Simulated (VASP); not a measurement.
Pd, 4 atoms in the cell. It takes space group P6_3/mmc (No. 194, hexagonal). The conventional cell has a = 2.711 Å, b = 2.711 Å, c = 8.950 Å, α = 90.00°, β = 90.00°, γ = 120.00°. Pd (site symmetry -3m) has 12 Pd at 2.71 to 2.73 Å within 3.6 Å. Pd (site symmetry -6m2) has 12 Pd at 2.71 to 2.73 Å within 3.6 Å. 

* Program: VASP 6.6.1
* Task: relaxation of cell and atoms
* Functional: PBEsol
* Potentials or basis: VASP PAW PBE potentials, release 64 (Pd)
* Cutoff: 600 eV
* k mesh: 18 × 18 × 6
* Occupations: gaussian, width 0.1 eV
* Spin: no spin polarisation
* Target pressure: 5 GPa
* Dipole correction: no
* Further INCAR settings: ALGO = Normal; EDIFF = 1e-07; IBRION = 2; EDIFFG = -0.008; NSW = 70; ISIF = 3

Potentials or basis: VASP PAW PBE potentials, release 64 (Pd).

Launch:

```bash
$ cat potpaw_PBE.64/Pd/POTCAR > POTCAR
$ mpirun -np 1 vasp_std > vasp.out
```

Hardware: 1 thread of AMD EPYC 7R43 64-Core Processor (Zen 3), with other jobs on the host.

**Question.** Estimate the wall time of this run.

**Answer.** It took 8.1 min on 1 thread of AMD EPYC 7R43 64-Core Processor (Zen 3), on a shared host, peak memory 0.3 GiB. Counts: scf iterations 30, k points 148, ion steps 3.
